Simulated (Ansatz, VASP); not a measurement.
# Ti: VASP beside Ansatz

Contents of INCAR:

```
SYSTEM = Ti
PREC = Accurate
ENCUT = 520
EDIFF = 1E-6
ISMEAR = 0
SIGMA = 0.15
LREAL = .FALSE.
LASPH = .TRUE.
NELM = 60
ALGO = Fast
ISIF = 2
LWAVE = .FALSE.
LCHARG = .FALSE.
GGA = PE
NBANDS = 12
```

The input KPOINTS:

```
Automatic mesh
0
G
  18 18 18
  0 0 0
```

POSCAR

```
Ti
1.0
    0.0000000000      2.0079569494      2.0558584513
    1.9119483597      0.0000000000      2.0558584513
    1.9119483597      2.0079569494      0.0000000000
Ti
1
Direct
    0.0000000000      0.0000000000      0.0000000000
```

Input for Ansatz:

```yaml
crystal:
  lattice:
    - [0.0, 2.0079569494, 2.0558584513]
    - [1.9119483597, 0.0, 2.0558584513]
    - [1.9119483597, 2.0079569494, 0.0]
  atoms:
    - { symbol: Ti, position: [0.0, 0.0, 0.0] }
basis:
  ecutwfc: 520.0
kpoints:
  mp_grid: { grid: [18, 18, 18] }
hamiltonian:
  xc: pbe
  pseudopotentials: { kind: paw, azcp: { folder: soft_1 } }
scf:
  occupations: { method: gaussian, width: 0.15 }
output:
  forces: true
  stress: true
  eigenvalues: true
  write_density: true
  write_potential: true
  elf: true
  volumetric_format: npy
```

Change from the starting cell: normal strain along x -0.0700, normal strain along y -0.0233.

Alike in both runs: task single point; functional PBE; k mesh 18 × 18 × 18; occupations gaussian, width 0.15 eV; no spin polarisation.

|  | VASP | Ansatz |
| --- | --- | --- |
| version | VASP 6.6.1 | Ansatz 0.2.0 |
| potentials or method | VASP PAW PBE potentials, release 64 (Ti_sv), cutoff 520 eV | scalar-relativistic, plane waves, PAW |
| valence electrons in the cell | 12 | 12 |

```csv
,VASP,Ansatz,Ansatz less VASP
gap on the k mesh at the Fermi level (eV),none,none,-
pressure (GPa),11.7,12.2,+0.43
"traceless stress, the component that is largest in VASP (GPa)",1.36,1.33,-0.029
```

A gap of «none» marks a metal or a gap that the smearing closes.
